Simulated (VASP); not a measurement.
Runs of VASP 6.6.1 on Al2Ru. Symmetry: I4/mmm, No. 139, tetragonal system. Conventional cell: a = 3.121 Å, b = 3.121 Å, c = 8.444 Å, α = 90.00°, β = 90.00°, γ = 90.00°. Al (site symmetry 4mm) has 5 Ru at 2.58 to 2.88 Å and 9 Al at 2.69 to 3.12 Å within 3.4 Å. Within 3.4 Å of Ru (site symmetry 4/mmm) lie 10 Al at 2.58 to 2.88 Å and 4 Ru at 3.12 Å. 

| potentials or basis | k mesh | cutoff (eV) | second run | gap on the mesh (eV) | pressure (GPa) | largest force (eV/Å) |
| --- | --- | --- | --- | --- | --- | --- |
| VASP PAW PBE potentials, release 64 (Al, Ru_sv) | 1 × 1 × 1 | 660 | valence_matched | 2.12 | 7.6 | 3.08 |
| VASP PAW PBE potentials, release 64 (Al, Ru_pv) | 4 × 4 × 4 | 520 | - | 0.25 | 0.1 | 0.07 |
| VASP PAW PBE potentials, release 64 (Al, Ru_pv) | 10 × 10 × 10 | 520 | - | (b) | 0.0 | - |
| VASP PAW PBE potentials, release 64 (Al, Ru_pv) | 1 × 1 × 1 | 520 | - | (a) | 8.2 | 3.10 |
| VASP PAW PBE potentials, release 64 (Al, Ru_pv) | 6 × 6 × 6 | 520 | - | 0.20 | 0.0 | (c) |
| VASP PAW PBE potentials, release 64 (Al, Ru_pv) | 8 × 8 × 8 | 520 | - | - | 0.0 | 0.02 |

Alike in all rows: task single point; level r2SCAN; no spin polarisation; cell as given; smearing gaussian 0.1 eV.

Task: Estimate the missing entries.

Result: (a) 2.04; (b) 0.08; (c) 0.01.

Caveats: some runs use coarse meshes; the PAW data sets were made with another functional, which shifts forces and pressure a little.

A k mesh can miss the band edges, and the runs leave out spin-orbit coupling on Ru.

The runs don't all hold the same shells in valence.
